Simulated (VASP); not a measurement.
A run of VASP 6.6.1 is set up as follows.

INCAR

```
SYSTEM = C
PREC     = Accurate       ! precision mode
ENCUT    = 520            ! plane-wave cutoff, eV
EDIFF    = 1E-6           ! SCF threshold, eV
ISMEAR   = 0              ! smearing method
SIGMA    = 0.1            ! smearing width, eV
LREAL    = .FALSE.        ! projectors in reciprocal space
LASPH    = .TRUE.         ! aspherical terms in the spheres
NELM     = 150            ! most SCF steps
ALGO     = Normal         ! electronic algorithm
ISIF     = 2              ! what is computed and relaxed
LWAVE    = .FALSE.        ! write WAVECAR
LCHARG   = .FALSE.        ! write CHGCAR
ISPIN    = 2              ! spin polarisation
MAGMOM   = 1 1            ! initial moments
LORBIT   = 11             ! projections on sites
GGA      = PE             ! functional
IVDW     = 12             ! dispersion correction
NBANDS   = 15             ! bands
```

Contents of KPOINTS:

```
Automatic mesh
0
G
  12 12 2
  0 0 0
```

The input POSCAR:

```
C
1.0
    2.4561701622      0.0000000000      0.0000000000
   -1.2280850811      2.1271057565      0.0000000000
    0.0000000000      0.0000000000      8.5238033600
C
2
Direct
    0.3333333300      0.6666666700      0.0000000000
    0.6666666700      0.3333333300      0.0000000000
```

Potentials or basis: VASP PAW PBE potentials, release 64 (C).

Run with:

```bash
$ cat potpaw_PBE.64/C/POTCAR > POTCAR
$ mpirun -np 1 vasp_std > vasp.out
```

Estimate the band gap on the k mesh.

zero (filled and empty bands touch).

What does it give for the net moment?

0.00 μB per cell.

What does it give for the dispersion energy per atom?

-0.090 eV.

Caveat: the k points lie up to 0.37 Å⁻¹ apart.
